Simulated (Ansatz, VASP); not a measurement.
W3N2 in VASP and in Ansatz

```
W N
1.0
     4.73252    0.00000    0.00000
    -2.36626    4.09848    0.00000
     0.00000    0.00000    3.61306
W N
3 2
Direct
  0.75158 0.00000 0.00000
  0.00000 0.75158 0.00000
  0.24842 0.24842 0.00000
  0.33333 0.66667 0.00000
  0.66667 0.33333 0.00000
```

Alike in both runs: task single point; functional PBE; k mesh 6 × 6 × 6; occupations gaussian, width 0.1 eV; no spin polarisation.

```csv
,VASP,Ansatz
version,VASP 6.6.1,Ansatz 0.2.0
potentials or method,"VASP PAW PBE potentials, release 64 (W_sv, N), cutoff 520 eV","scalar-relativistic, plane waves, PAW"
valence electrons in the cell,52,52
```

VASP gave:

| Quantity | Value |
| --- | --- |
| gap on the k mesh at the Fermi level (eV) | none |
| rms of the force components (eV/Å) | 7.674 |

**Question.** What did Ansatz give for the same quantities?

**Answer.** gap on the k mesh at the Fermi level (eV): none; rms of the force components (eV/Å): 6.985.

Atom by atom the forces differ by 0.689 eV/Å (rms over components). A gap of «none» marks a metal or a gap that the smearing closes.

Spin-orbit coupling is off throughout.
